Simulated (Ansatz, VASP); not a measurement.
P in VASP and in Ansatz

```
P
1.0
     2.31457    0.00000    0.00000
     0.00000    2.31457    0.00000
     0.00000    0.00000    2.31457
P
1
Direct
  0.00000 0.00000 0.00000
```

Change from the starting cell: volume scaled by 0.85, LAPW.

Alike in both runs: task single point; functional PBE; k mesh 17 × 17 × 17; occupations fermi-dirac, width 0.1 eV; no spin polarisation.

```csv
,VASP,Ansatz
version,VASP 6.6.1,Ansatz 0.2.0
potentials or method,"VASP PAW PBE potentials, release 64 (P), cutoff 520 eV","all-electron LAPW, scalar-relativistic"
```

|  | VASP | Ansatz | Ansatz less VASP |
| --- | --- | --- | --- |
| pressure (GPa) | 26.8 | 27.4 | +0.59 |

Ansatz ran all-electron here, and VASP with PAW potentials.
